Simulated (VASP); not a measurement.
A run of VASP 6.6.1:

INCAR

```
PREC = Accurate ; ENCUT = 520
EDIFF = 1E-6 ; ISMEAR = 0
SIGMA = 0.012 ; LREAL = False
LASPH = True ; NELM = 100
ALGO = Normal ; ISIF = 2
LWAVE = False ; LCHARG = False
GGA = PE ; NBANDS = 46
```

KPOINTS

```
regular mesh
0
Gamma
  9 6 4
```

The input POSCAR:

```
TiO2
1.0
    2.9682645463      0.0000000000      0.0000000000
    0.0002080834      4.7076067549      0.0000000000
    1.4835696211      0.2423534620      7.0834647979
Ti O
3 6
Direct
    0.0033718700      0.0003888100      0.0007031900
    0.3446402100      0.4802596500      0.3169598700
    0.6617081400      0.5204743600      0.6844963600
    0.4400381600      0.1854376900      0.1285388000
    0.7779263400      0.2977287500      0.4518780700
    0.1012362400      0.3089534200      0.8062432200
    0.9064972100      0.6918369900      0.1951715700
    0.2294071500      0.7030072800      0.5495147300
    0.5680256700      0.8153000600      0.8728271800
```

Potentials or basis: VASP PAW PBE potentials, release 64 (Ti_sv, O).

Run with:

```sh
$ cat potpaw_PBE.64/Ti_sv/POTCAR potpaw_PBE.64/O/POTCAR > POTCAR
$ mpirun -np 1 vasp_std > vasp.out
```

Hardware: 1 thread of Intel(R) Xeon(R) Platinum 8259CL CPU @ 2.50GHz (Skylake/Cascade Lake), with other jobs on the host.

Q: How long does it take, and how much memory?

A: It took 8.3 min on 1 thread of Intel(R) Xeon(R) Platinum 8259CL CPU @ 2.50GHz (Skylake/Cascade Lake), on a shared host, peak memory 0.46 GiB. Counts: scf iterations 17, k points 110.
